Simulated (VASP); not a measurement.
Input of a VASP 6.6.1 run:

Contents of INCAR:

```
PREC = Accurate ; ENCUT = 520
EDIFF = 1E-7 ; ISMEAR = 0
SIGMA = 0.01 ; LREAL = Auto
LASPH = T ; NELM = 150
ALGO = Normal ; ISIF = 2
LWAVE = F ; LCHARG = F
ISPIN = 2 ; MAGMOM = 0.143 0 0.143 0.143 0 0.143 0 0 0 0 0 0 0 0.143 0.143 0 0.143 0 0 0 0 0 0 0 0 0 0 0 0 0 0 0
LORBIT = 11 ; GGA = PE
NBANDS = 90
```

File KPOINTS:

```
Automatic mesh
0
Gamma
  2 2 2
  0.5 0.5 0.5
```

POSCAR

```
Mg16S15Cl
1.0
    5.2297550321     -5.2297550321     -5.2297550321
   -5.2297550321     -5.2297550321      5.2297550321
   -5.2297550321      5.2297550321     -5.2297550321
Mg Cl S
16 1 15
Direct
    0.2500000000      0.2391889195      0.4891889195
    0.2500000000      0.5000000000      0.2500000000
    0.2500000000      0.7608110805      0.0108110805
   -0.0108110805      0.2391889195      0.7500000000
    0.2500000000      0.0000000000      0.7500000000
   -0.0108110805      0.5000000000      0.4891889195
    0.0000000000      0.7500000000      0.2500000000
    0.7500000000      0.2500000000      0.0000000000
    1.0000000000      1.0000000000      1.0000000000
    0.7500000000      0.5000000000      0.7500000000
    0.7500000000      0.7500000000      0.5000000000
    0.5000000000      0.2500000000      0.2500000000
    0.7500000000      0.0000000000      0.2500000000
    0.5108110805      0.5000000000      0.0108110805
    0.5108110805      0.7608110805      0.7500000000
    0.5000000000      0.0000000000      0.5000000000
    0.2500000000      0.5000000000      0.7500000000
    0.2500000000      0.7481353726      0.5018646274
    0.2500000000      0.0000000000      0.2500000000
    0.0018646274      0.5000000000     -0.0018646274
    0.2500000000      0.2518646274     -0.0018646274
    0.0018646274      0.7481353726      0.7500000000
    0.0018646274      0.0037292548      0.5018646274
    0.7500000000      0.5000000000      0.2500000000
    0.0018646274      0.2518646274      0.2537292548
    0.7462707452      0.7481353726     -0.0018646274
    0.7500000000      0.0000000000      0.7500000000
    0.4981353726      0.5000000000      0.5018646274
    0.7537292548      0.2518646274      0.5018646274
    0.4981353726      0.7481353726      0.2462707452
    0.4981353726     -0.0037292548     -0.0018646274
    0.4981353726      0.2518646274      0.7500000000
```

Potentials or basis: VASP PAW PBE potentials, release 64 (Mg, Cl, S).

Command:

```sh
$ cat potpaw_PBE.64/Mg/POTCAR potpaw_PBE.64/Cl/POTCAR potpaw_PBE.64/S/POTCAR > POTCAR
$ mpirun -np 1 vasp_std > vasp.out
```

(1) Predict the largest force.

(2) What does it give for the pressure?

(3) Predict the net moment.

## Answers

(1) 0.012 eV/Å.

(2) 0.8 GPa.

(3) 0.50 μB per cell.

Caveat: the k points lie up to 0.42 Å⁻¹ apart.
